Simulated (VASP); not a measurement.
# Y2LuN3 (P-3m1) in VASP: notebook

Y2LuN3 is run at these levels: PBE, r2SCAN; tasks: single point, relaxation of shape and atoms at fixed volume.

All numbers are computed with VASP 6.6.1; they aren't measurements. Logs are shortened: lines on timing, memory, paths and dates and some standing lists are left out, and cuts for length are marked.

### Step 1. The cell of the first run

The structure is trigonal, space group P-3m1 (No. 164). Conventional cell: a = 3.546 Å, b = 3.546 Å, c = 8.687 Å, α = 90.00°, β = 90.00°, γ = 120.00°. Y (site symmetry 3m) has 6 N at 2.52 Å within 3.3 Å. Within 3.3 Å of Lu (site symmetry -3m) lie 6 N at 2.49 Å. Within 3.3 Å of N (site symmetry 3m) lie 3 Lu at 2.49 Å and 3 Y at 2.52 Å. Within 3.3 Å of N (site symmetry -3m) lie 6 Y at 2.52 Å.

### Step 2. Single point, PBE (volume scaled by 1.10, then relaxed in part)

Input file INCAR:

```
PREC = Accurate
ENCUT = 520
EDIFF = 1E-7
ISMEAR = 0
SIGMA = 0.01
LREAL = False
LASPH = True
NELM = 100
ALGO = Normal
ISIF = 2
LWAVE = False
LCHARG = False
GGA = PE
NBANDS = 40
```

Input file KPOINTS:

```
regular mesh
0
Gamma
  12 12 4
```

Input file POSCAR:

```
Y2LuN3
1.0
    3.5461977098      0.0000000298      0.0000000000
   -1.7730988807      3.0710972887      0.0000000000
    0.0000000000      0.0000000000      8.6874413110
Y Lu N
2 1 3
Direct
    0.3333333333      0.6666666667      0.6688508289
    0.6666666667      0.3333333333      0.3311491711
    0.0000000000      0.0000000000      0.0000000000
    0.3333333333      0.6666666667      0.1623064074
    0.6666666667      0.3333333333      0.8376935926
    0.0000000000      0.0000000000      0.5000000000
```

Potentials or basis: VASP PAW PBE potentials, release 64 (Y_sv, Lu, N).

The run is started by

```
$ cat potpaw_PBE.64/Y_sv/POTCAR potpaw_PBE.64/Lu/POTCAR potpaw_PBE.64/N/POTCAR > POTCAR
$ mpirun -np 1 vasp_std > vasp.out
```

OUTCAR:

```text
PREC = Accurate
   ENCUT = 520
   EDIFF = 1E-7
   ISMEAR = 0
   LREAL = False
   LASPH = True
   NELM = 100
   ISIF = 2
   GGA = PE

 ion  position               nearest neighbor table
   1  0.333  0.667  0.669-   5 2.52   5 2.52   5 2.52   6 2.52   6 2.52   6 2.52   3 3.53   3 3.53
                             3 3.53   2 3.58   2 3.58   2 3.58
   2  0.667  0.333  0.331-   4 2.52   4 2.52   4 2.52   6 2.52   6 2.52   6 2.52   3 3.53   3 3.53
                             3 3.53   1 3.58   1 3.58   1 3.58
   3  0.000  0.000  0.000-   4 2.49   5 2.49   5 2.49   4 2.49   5 2.49   4 2.49   1 3.53   2 3.53
                             1 3.53   2 3.53   2 3.53   1 3.53
   4  0.333  0.667  0.162-   3 2.49   3 2.49   3 2.49   2 2.52   2 2.52   2 2.52
   5  0.667  0.333  0.838-   3 2.49   3 2.49   3 2.49   1 2.52   1 2.52   1 2.52
   6  0.000  0.000  0.500-   1 2.52   2 2.52   2 2.52   1 2.52   2 2.52   1 2.52

  LATTYP: Found a hexagonal cell.
 ALAT       =     3.5461977098
 C/A-ratio  =     2.4497904578

  Lattice vectors:

 A1 = (   3.5461977098,   0.0000000298,   0.0000000000)
 A2 = (  -1.7730988807,   3.0710972887,   0.0000000000)
 A3 = (   0.0000000000,   0.0000000000,   8.6874413110)

Analysis of symmetry for initial positions (statically):
=====================================================================
 Subroutine PRICEL returns:
 Original cell was already a primitive cell.

 Routine SETGRP: Setting up the symmetry group for a
 hexagonal supercell.

 Subroutine GETGRP returns: Found 12 space group operations
 (whereof 12 operations were pure point group operations)
 out of a pool of 24 trial point group operations.

The static configuration has the point symmetry D_3d.

Analysis of symmetry for dynamics (positions and initial velocities):
=====================================================================
 Subroutine PRICEL returns:
 Original cell was already a primitive cell.

 Routine SETGRP: Setting up the symmetry group for a
 hexagonal supercell.

 Subroutine GETGRP returns: Found 12 space group operations
 (whereof 12 operations were pure point group operations)
 out of a pool of 24 trial point group operations.

The dynamic configuration has the point symmetry D_3d.

 Subroutine INISYM returns: Found 12 space group operations
 (whereof 12 operations are pure point group operations),
 and found     1 'primitive' translations

----------------------------------------------------------------------------------------

                                     Primitive cell

  volume of cell :      94.6125

  direct lattice vectors                    reciprocal lattice vectors
     3.546197710  0.000000030  0.000000000     0.281992172  0.162808260  0.000000000
    -1.773098881  3.071097289  0.000000000    -0.000000003  0.325616515  0.000000000
     0.000000000  0.000000000  8.687441311     0.000000000  0.000000000  0.115108691

  length of vectors
     3.546197710  3.546197710  8.687441311     0.325616515  0.325616515  0.115108691

  position of ions in fractional coordinates (direct lattice)
     0.333333333  0.666666667  0.668850829
     0.666666667  0.333333333  0.331149171
     0.000000000  0.000000000  0.000000000
     0.333333333  0.666666667  0.162306407
     0.666666667  0.333333333  0.837693593
     0.000000000  0.000000000  0.500000000

  ion indices of the primitive-cell ions
   primitive index   ion index
                 1           1
                 2           2
                 3           3
                 4           4
                 5           5
                 6           6

----------------------------------------------------------------------------------------

 KPOINTS: regular mesh

Automatic generation of k-mesh.
 Grid dimensions read from file:
 generate k-points for:   12   12    4

 Generating k-lattice:

  Cartesian coordinates                     Fractional coordinates (reciprocal lattice)
     0.023499348  0.013567355  0.000000000     0.083333333  0.000000000  0.000000000
    -0.000000000  0.027134710  0.000000000     0.000000000  0.083333333  0.000000000
     0.000000000  0.000000000  0.028777173     0.000000000  0.000000000  0.250000000

  Length of vectors
     0.027134710  0.027134710  0.028777173

  Shift w.r.t. Gamma in fractional coordinates (k-lattice)
     0.000000000  0.000000000  0.000000000

 Subroutine IBZKPT returns following result:
 ===========================================

 Found     69 irreducible k-points:

 Following reciprocal coordinates:
            Coordinates               Weight
  0.000000  0.000000  0.000000      1.000000
  0.083333 -0.000000  0.000000      6.000000
  0.166667 -0.000000  0.000000      6.000000
  0.250000 -0.000000  0.000000      6.000000
  0.333333 -0.000000  0.000000      6.000000
  0.416667 -0.000000  0.000000      6.000000
[... 16 lines left out ...]
  0.166667 -0.000000  0.250000      6.000000
 -0.000000  0.166667  0.250000      6.000000
 [... further k-points ...]
   k-points           NKPTS =     69   k-points in BZ     NKDIM =     69   number of bands    NBANDS=     40
   number of dos      NEDOS =    301   number of ions     NIONS =      6
   total plane-waves  NPLWV =  54880
   dimension x,y,z NGX =    28 NGY =   28 NGZ =   70
   dimension x,y,z NGXF=    56 NGYF=   56 NGZF=  140
   ions per type =               2   1   3
   NGX,Y,Z   is equivalent  to a cutoff of  13.13, 13.13, 13.40 a.u.
   NGXF,Y,Z  is equivalent  to a cutoff of  26.25, 26.25, 26.79 a.u.
 SYSTEM =  unknown system
   PREC   = accura    normal or accurate (medium, high low for compatibility)
   ISTART =      0    job   : 0-new  1-cont  2-samecut
   ICHARG =      2    charge: 1-file 2-atom 10-const
   ISPIN  =      1    spin polarized calculation?
   LNONCOLLINEAR =      F non collinear calculations
   LSORBIT =      F    spin-orbit coupling
   LASPH  =      T    aspherical Exc in radial PAW
   ENCUT  =  520.0 eV  38.22 Ry    6.18 a.u.   6.59  6.59 16.15*2*pi/ulx,y,z
   NELM   =    100;   NELMIN=  2; NELMDL= -5     # of ELM steps
   EDIFF  = 0.1E-06   stopping-criterion for ELM
   LREAL  =      F    real-space projection
   EDIFFG = 0.1E-05   stopping-criterion for IOM
   NSW    =      0    number of steps for IOM
   IBRION =     -1    ionic relax: 0-MD 1-quasi-New 2-CG
   NFREE  =      0    steps in history (QN), initial steepest desc. (CG)
   ISIF   =      2    stress and relaxation
   ISYM   =      2    0-nonsym 1-usesym 2-fastsym
   POTIM  = 0.5000    time-step for ionic-motion
   TEBEG  =    0.0;   TEEND  =   0.0 temperature during run
   PSTRESS=    0.0 pullay stress
   NELECT =      62.0000    total number of electrons
   NUPDOWN=      -1.0000    fix difference up-down
   EMIN   =  10.00;   EMAX   =-10.00  energy-range for DOS
   EFERMI =   0.00;   METHOD = LEGACY
   ISMEAR =     0;   SIGMA  =   0.01  broadening in eV -4-tet -1-fermi 0-gaus
   EFERMI_NEDOS =   21; number of points for ismear=-14 and -15
   IALGO  =     38    algorithm
   IMIX   =      4    mixing-type and parameters
     AMIX     =   0.40;   BMIX     =  1.00
     AMIX_MAG =   1.60;   BMIX_MAG =  1.00
  volume/ion in A,a.u.               =      15.77       106.41
  Fermi-wavevector in a.u.,A,eV,Ry     =   1.421966  2.687126 27.510813  2.021988
  Thomas-Fermi vector in A             =   2.542720
   LORBIT       =      0    0 simple, 1 ext, 2 COOP (PROOUT), +10 PAW based schemes
   GGA     = PE    functional components
   LHFCALC =     F    Hartree Fock is set to
   AEXX    =    0.0000 exact exchange contribution
   IVDW    =     0    specifies the selected vdW correction
   LEPSILON=     F    determine dielectric tensor
   LRPA    =     F    only Hartree local field effects (RPA)
 non-spin polarized calculation
 Gauss-broadening in eV      SIGMA  =   0.01
  energy-cutoff  :      520.00
  volume of cell :       94.61
 maximum number of plane-waves:      2600
 NGX is ok and might be reduce to    28
   NGX = 13   NGY = 13   NGZ = 33

 number of electron      62.0000010 magnetization

 Free energy of the ion-electron system (eV)
  ---------------------------------------------------
  ext. energy  EPLUGINS =         0.00000000
  ---------------------------------------------------
  free energy    TOTEN  =       -52.47086596 eV

  energy without entropy =      -52.47086596  energy(sigma->0) =      -52.47086596

 E-fermi :   3.4579     XC(G=0): -11.1218

 val. band max:        3.3689153252   @ k =   0.0000   0.0000   0.0000
 cond. band min:       3.6651442081   @ k =   0.5000  -0.0000   0.0000
 fundamental gap:      0.2962288829
 Fermi energy:         3.4579182622

 k-point     1 :       0.0000    0.0000    0.0000
  band No.  band energies     occupation
      1     -51.4626      2.00000
      2     -37.9414      2.00000
      3     -37.9041      2.00000
      4     -22.2502      2.00000
      5     -21.9955      2.00000
      6     -21.9955      2.00000
[... 32 lines left out ...]
     39       8.1940      0.00000
     40       8.1954      0.00000

 k-point     2 :       0.0833   -0.0000    0.0000
  band No.  band energies     occupation
      1     -51.4616      2.00000
      2     -37.9372      2.00000
      3     -37.9010      2.00000
      4     -22.2447      2.00000
      5     -22.0202      2.00000
      6     -22.0007      2.00000
[... 32 lines left out ...]
     39       8.3717      0.00000
     40       8.5419      0.00000

 k-point     3 :       0.1667   -0.0000    0.0000
  band No.  band energies     occupation
      1     -51.4589      2.00000
      2     -37.9256      2.00000
      3     -37.8927      2.00000
      4     -22.2299      2.00000
      5     -22.0867      2.00000
      6     -22.0150      2.00000
[... 32 lines left out ...]
     39       8.8423      0.00000
     40       8.9076      0.00000

 k-point     4 :       0.2500   -0.0000    0.0000
  band No.  band energies     occupation
      1     -51.4553      2.00000
      2     -37.9093      2.00000
      3     -37.8817      2.00000
      4     -22.2103      2.00000
      5     -22.1749      2.00000
      6     -22.0344      2.00000
[... 32 lines left out ...]
     39       8.6410      0.00000
     40       9.2775      0.00000
[... 772 lines left out ...]
     39       8.2937      0.00000
     40       8.3500      0.00000

 k-point    23 :       0.1667   -0.0000    0.2500
  band No.  band energies     occupation
      1     -51.4589      2.00000
      2     -37.9256      2.00000
      3     -37.8927      2.00000
      4     -22.2300      2.00000
      5     -22.0867      2.00000
      6     -22.0150      2.00000
[... 32 lines left out ...]
     39       8.5801      0.00000
     40       8.6229      0.00000

 k-point    24 :      -0.0000    0.1667    0.2500
  band No.  band energies     occupation
      1     -51.4589      2.00000
      2     -37.9256      2.00000
      3     -37.8927      2.00000
      4     -22.2300      2.00000
      5     -22.0867      2.00000
      6     -22.0150      2.00000
[... 32 lines left out ...]
     39       8.3939      0.00000
     40       8.5172      0.00000

 [... further k-points ...]

------------------------ aborting loop because EDIFF is reached ----------------------------------------

  FORCE on cell =-STRESS in cart. coord.  units (eV):
  Direction    XX          YY          ZZ          XY          YZ          ZX
  --------------------------------------------------------------------------------------
  -------------------------------------------------------------------------------------
  Total       -7.4430520     -7.4430520     -7.4675970     -0.0000000      0.0000000      0.0000000
  in kB     -126.0414037   -126.0414037   -126.4570509     -0.0000000      0.0000000      0.0000000
  external PRESSURE =    -126.1799527 kB  Pullay stress =       0.0000000 kB

 VOLUME and BASIS-vectors are now :
 -----------------------------------------------------------------------------
  energy-cutoff  :      520.00
  volume of cell :       94.61
      direct lattice vectors                 reciprocal lattice vectors
     3.546197710  0.000000030  0.000000000     0.281992172  0.162808260  0.000000000
    -1.773098881  3.071097289  0.000000000    -0.000000003  0.325616515  0.000000000
     0.000000000  0.000000000  8.687441311     0.000000000  0.000000000  0.115108691

 POSITION                                       TOTAL-FORCE (eV/Angst)
 -----------------------------------------------------------------------------------
     -0.00000      2.04740      5.81060         0.000000      0.000000     -0.008461
      1.77310      1.02370      2.87684        -0.000000     -0.000000      0.008461
      0.00000      0.00000      0.00000        -0.000000     -0.000000      0.000000
     -0.00000      2.04740      1.41003        -0.000000      0.000000      0.031753
      1.77310      1.02370      7.27741         0.000000      0.000000     -0.031753
      0.00000      0.00000      4.34372        -0.000000     -0.000000      0.000000
 -----------------------------------------------------------------------------------
    total drift:                               -0.000000     -0.000000      0.000000

  FREE ENERGIE OF THE ION-ELECTRON SYSTEM (eV)
  ---------------------------------------------------
  free  energy   TOTEN  =       -52.4708659561 eV

  energy  without entropy=      -52.4708659561  energy(sigma->0) =      -52.47086596
```

Wall time 13 min (1 thread of Oxide Virtual Turin-like, shared host); peak memory 0.38 GiB.

Results:

* Free energy: -52.4709 eV
* Pressure: -12.6 GPa
* Largest force: 0.032 eV/Å
* Band gap on the k mesh: 0.30 eV, indirect (least direct gap 0.82 eV)

Forces on the atoms (eV/Å):
```
Y    0.000  0.000 -0.008
Y    0.000  0.000  0.008
Lu   0.000  0.000  0.000
N    0.000  0.000  0.032
N    0.000  0.000 -0.032
N    0.000  0.000  0.000
```

Caveat: spin-orbit coupling is left out, which moves the levels of the heavy elements.

(Part 1 of 2 ends here.)
